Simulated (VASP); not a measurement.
The system is MgO.

```
Mg O
1.0
     3.52061    0.00000    0.00000
    -1.76030    3.04894    0.00000
     0.00000    0.00000    4.23811
Mg O
2 2
Direct
  0.66667 0.33333 0.75000
  0.33333 0.66667 0.25000
  0.66667 0.33333 0.25000
  0.33333 0.66667 0.75000
```

```yaml
Program: VASP 6.6.1
Task: relaxation of cell and atoms
Functional: LDA
Potentials_or_basis: VASP PAW LDA potentials, release 64 (Mg, O)
Cutoff: 600 eV
k_mesh: 12 × 12 × 6
Occupations: fermi-dirac, width 0.02 eV
Spin: no spin polarisation
```

At the start: pressure -9.9 GPa; volume 11.37 Å³/atom.

Problem. Where does the relaxation end?

Solution. Over 3 steps the energy falls by 28.2 meV/atom and the volume is 10.52 Å³/atom (-7.5 %); space group P6_3/mmc (No. 194, to 0.1 Å) before and after.

Step by step:
```
step  energy change (eV)  largest force (eV/Å)  pressure (GPa)  volume (Å³)
   1              0.0000                0.0000           -9.88        45.49
   2             -0.0996                0.0000            4.03        41.03
   3             -0.1126                0.0000            0.01        42.08
```

Final structure:
```
Mg O
1.0
     3.43321    0.00000    0.00000
    -1.71660    2.97324    0.00000
     0.00000    0.00000    4.12263
Mg O
2 2
Direct
  0.66667 0.33333 0.75000
  0.33333 0.66667 0.25000
  0.66667 0.33333 0.25000
  0.33333 0.66667 0.75000
```
